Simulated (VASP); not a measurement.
**Sm3Ta: relaxation of cell and atoms with PBE**

The system is Sm3Ta.

```
Sm Ta
1.0
     3.12175    0.00000    0.00000
     0.00000    3.12175    0.00000
     0.00000    0.00000   10.27551
Sm Ta
3 1
Direct
  0.50000 0.50000 0.73428
  0.00000 0.00000 0.50000
  0.50000 0.50000 0.26572
  0.00000 0.00000 0.00000
```

The cell was generated, and may not be a known phase.

| Property | Result |
| --- | --- |
| Program | VASP 6.6.1 |
| Task | relaxation of cell and atoms |
| Functional | PBE |
| Potentials or basis | VASP PAW PBE potentials, release 64 (Sm_3, Ta_pv), 4f in core |
| Cutoff | 500 eV |
| k mesh | 6 × 6 × 2 |
| Occupations | gaussian, width 0.2 eV |
| Spin | no spin polarisation |
| Dipole correction | no |
| Further INCAR settings | ALGO = Normal; EDIFF = 1e-07; IBRION = 2; EDIFFG = -0.08; NSW = 36; ISIF = 3 |

```
Relaxed volume                        : 29.22 Å³/atom
Relaxed cell                          : a = 3.356 Å, b = 3.356 Å, c = 10.379 Å, α = 90.00°, β = 90.00°, γ = 90.00°
Space group after relaxing (to 0.1 Å) : P4/mmm (No. 123)
Energy gained by relaxing             : 344.1 meV/atom
Ionic steps                           : 16
Pressure after relaxing               : -0.1 GPa
Largest force after relaxing          : 0.043 eV/Å
Band gap on the k mesh                : zero (bands 22 and 23 overlap by 1.26 eV)
```

Forces in eV/Å, atoms in the order of the input:
```
Sm   0.000  0.000 -0.043
Sm   0.000  0.000  0.000
Sm   0.000  0.000  0.043
Ta   0.000  0.000  0.000
```

Stress tensor (GPa, compression positive):
```
-0.06  0.00  0.00
 0.00 -0.06  0.00
 0.00  0.00 -0.25
```

The path:
```
step  energy change (eV)  largest force (eV/Å)  pressure (GPa)  volume (Å³)
   1              0.0000                1.9868            6.49       100.14
   2             -0.5313                1.5296           -2.31       115.54
   3             -0.5371                1.4961           -2.98       117.25
   4             -0.9208                1.2417           -1.91       115.00
   5             -1.1984                0.3360            4.85       107.81
   6             -1.2772                0.3069            1.98       110.24
   7             -1.2778                0.2364            2.29       109.95
   8             -1.3367                0.0748           -0.73       117.78
   9             -1.3391                0.1020           -0.27       116.42
  10             -1.3545                0.0045            0.04       116.23
  11             -1.3646                0.1689            0.60       115.85
  12             -1.3712                0.1081           -0.36       117.90
  13             -1.3713                0.1154           -0.25       117.67
  14             -1.3744                0.1032           -0.11       117.21
  15             -1.3757                0.0855            0.07       116.66
  16             -1.3766                0.0432           -0.13       116.88
```

Final structure:
```cif
data_structure
_symmetry_space_group_name_H-M 'P 1'
_symmetry_Int_Tables_number 1
_cell_length_a 3.3557
_cell_length_b 3.3557
_cell_length_c 10.3791
_cell_angle_alpha 90.000
_cell_angle_beta 90.000
_cell_angle_gamma 90.000
_cell_volume 116.88
loop_
_atom_site_label
_atom_site_type_symbol
_atom_site_fract_x
_atom_site_fract_y
_atom_site_fract_z
_atom_site_occupancy
Sm1 Sm 0.50000 0.50000 0.78999 1
Sm2 Sm 0.00000 0.00000 0.50000 1
Sm3 Sm 0.50000 0.50000 0.21001 1
Ta1 Ta 0.00000 0.00000 0.00000 1
```

Levels at points of the mesh, in eV from the Fermi level:
| k point | band 20 | band 21 | band 22 | band 23 | band 24 | band 25 |
| --- | --- | --- | --- | --- | --- | --- |
| (0.00, 0.00, 0.00) | -2.06 | -0.57 | -0.30 | 0.48 | 0.94 | 0.98 |
| (0.50, 0.00, 0.00) | -0.54 | -0.15 | -0.12 | 0.49 | 0.57 | 0.58 |
| (0.50, 0.50, 0.00) | -1.59 | -1.48 | -0.14 | -0.14 | 0.20 | 0.20 |
| (0.00, 0.00, 0.50) | -2.05 | -0.82 | 0.11 | 0.60 | 0.89 | 1.01 |
| (0.50, 0.00, 0.50) | -0.08 | 0.12 | 0.34 | 0.57 | 0.59 | 0.79 |
| (0.50, 0.50, 0.50) | -1.53 | -1.53 | -0.92 | -0.92 | 1.33 | 1.33 |

Wall time 4.3 min on 1 thread of Intel(R) Xeon(R) 6975P-C (Granite Rapids), with other jobs on the host, peak memory 0.23 GiB.

Caveat: the volume moved by over 15 % at a fixed basis, so the end points are rough; spin-orbit coupling is left out, which moves the levels of the heavy elements; the 4f electrons are frozen in the core, so they carry no moment and show no levels; the relaxation stopped at a loose force limit of 0.08 eV/Å, so its end isn't a converged minimum. Spin polarisation is off, so any magnetic state and its effect on volume and gap are missing.
